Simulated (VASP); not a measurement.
Write the native input for VASP 6.6.1 that does the following.

```yaml
Task: single point
Functional: r2SCAN
Potentials_or_basis: VASP PAW PBE potentials, release 64 (W_sv, S)
Cutoff: 520 eV
k_mesh: 12 × 12 × 12
Occupations: gaussian, width 0.05 eV
Spin: no spin polarisation
Dipole_correction: no
Further_INCAR_settings: ALGO = Normal; EDIFF = 1e-06; NBANDS = 20
```

The system is WS2.

```xyz
3
Lattice="1.5790 0.9116 6.1633 -1.5790 0.9116 6.1633 0.0000 -1.8233 6.1633" Properties=species:S:1:pos:R:3 pbc="T T T"
W     0.0000    0.0763   -0.0647
S     0.0000    0.0000   13.8730
S     0.0000    0.0000   10.7427
```

This cell differs from its parent crystal: all W atoms moved -0.100 Å, as atom 1 towards its neighbour atom 2 (S) at 2.391 Å.

The input as run:

POSCAR

```
WS2
1.0
    1.5790003843      0.9116362969      6.1633300000
   -1.5790003843      0.9116362969      6.1633300000
    0.0000000000     -1.8232725938      6.1633300000
W S
1 2
Direct
    0.0104444880      0.0104444880     -0.0313836577
    0.7503000000      0.7503000000      0.7503000000
    0.5810000000      0.5810000000      0.5810000000
```

INCAR.step1

```
SYSTEM = WS2
ALGO = Normal ; EDIFF = 1E-4
ENCUT = 520 ; GGA = PE
ISMEAR = 0 ; LASPH = .True.
LCHARG = .False. ; LREAL = .False.
LWAVE = .True. ; NBANDS = 20
NELM = 100 ; PREC = Accurate
SIGMA = 0.05
```

INCAR.step2

```
SYSTEM = WS2
ALGO = Normal ; EDIFF = 1E-6
ENCUT = 520 ; ISIF = 2
ISMEAR = 0 ; ISTART = 1
LASPH = .True. ; LCHARG = .False.
LMIXTAU = .True. ; LREAL = .False.
LWAVE = .False. ; METAGGA = R2SCAN
NBANDS = 20 ; NELM = 100
PREC = Accurate ; SIGMA = 0.05
```

KPOINTS

```
k-points
0
Gamma
  12 12 12
  0 0 0
```

Potentials or basis: VASP PAW PBE potentials, release 64 (W_sv, S).

Launch:

```console
$ cat potpaw_PBE.64/W_sv/POTCAR potpaw_PBE.64/S/POTCAR > POTCAR
$ cp INCAR.step1 INCAR
$ mpirun -np 1 vasp_std > vasp.out
$ cp INCAR.step2 INCAR
$ mpirun -np 1 vasp_std > vasp.out
```

Results of the run:

```json
{"Pressure": "3.4 GPa", "Largest force": "2.298 eV/Å", "Band gap on the k mesh": "1.06 eV (least direct gap 1.97 eV)"}
```

Caveat: the cell differs from its parent crystal (all W atoms moved -0.100 Å, as atom 1 towards its neighbour atom 2 (S) at 2.391 Å); the cell stands under pressure; the PAW data sets were made with another functional, which shifts forces and pressure a little; spin-orbit coupling is left out, which moves the levels of the heavy elements.

Run time: 35 min on 1 thread of Intel(R) Xeon(R) 6975P-C (Granite Rapids), on a shared host, peak memory 0.7 GiB.
